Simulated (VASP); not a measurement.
A run of VASP 6.6.1 is set up as follows.

The input POSCAR:

```
Si
1.0
   -3.3273296544      3.3273296544      1.9218805215
    3.3273296544     -3.3273296544      1.9218805215
    3.3273296544      3.3273296544     -1.9218805215
Si
4
Direct
    0.1527370141      0.1226828835      0.3274522684
    0.8212468005      0.8212468005      0.6424936010
    0.1787531995      0.8212468005      0.0000000000
    0.8212468005      0.1787531995      0.0000000000
```

Contents of INCAR.step1:

```
PREC = Accurate ; ENCUT = 550
ISMEAR = 0 ; SIGMA = 0.05
LREAL = F ; LASPH = T
NELM = 120 ; NBANDS = 16
GGA = PE ; ALGO = Normal
EDIFF = 1E-5 ; LWAVE = T
LCHARG = F ; GGA_COMPAT = F
```

The input INCAR.step2:

```
PREC = Accurate ; ENCUT = 550
EDIFF = 1E-6 ; ISMEAR = 0
SIGMA = 0.05 ; LREAL = F
LASPH = T ; NELM = 120
ALGO = Normal ; ISIF = 2
LWAVE = F ; LCHARG = T
METAGGA = R2SCAN ; LMIXTAU = T
LELF = T ; LVHAR = T
NBANDS = 16 ; ISTART = 1
GGA_COMPAT = F
```

The input KPOINTS:

```
regular mesh
0
Gamma
  10 10 10
```

Potentials or basis: VASP PAW PBE potentials, release 64 (Si).

Launch:

```sh
$ cat potpaw_PBE.64/Si/POTCAR > POTCAR
$ cp INCAR.step1 INCAR
$ mpirun -np 1 vasp_std > vasp.out
$ cp INCAR.step2 INCAR
$ mpirun -np 1 vasp_std > vasp.out
```

Problem. What does it give for the largest force?

Solution. 3.374 eV/Å.

Problem. Estimate the pressure.

Solution. 1.2 GPa.

Forces on the atoms (eV/Å):
```
Si   3.251  0.344  0.837
Si  -0.851 -0.429 -0.803
Si  -2.181 -0.024  0.017
Si  -0.219  0.109 -0.051
```

Caveat: the cell differs from its parent crystal (atom 1 (Si) moved by (-0.200, -0.100) A along x and z); the PAW data sets were made with another functional, which shifts forces and pressure a little.
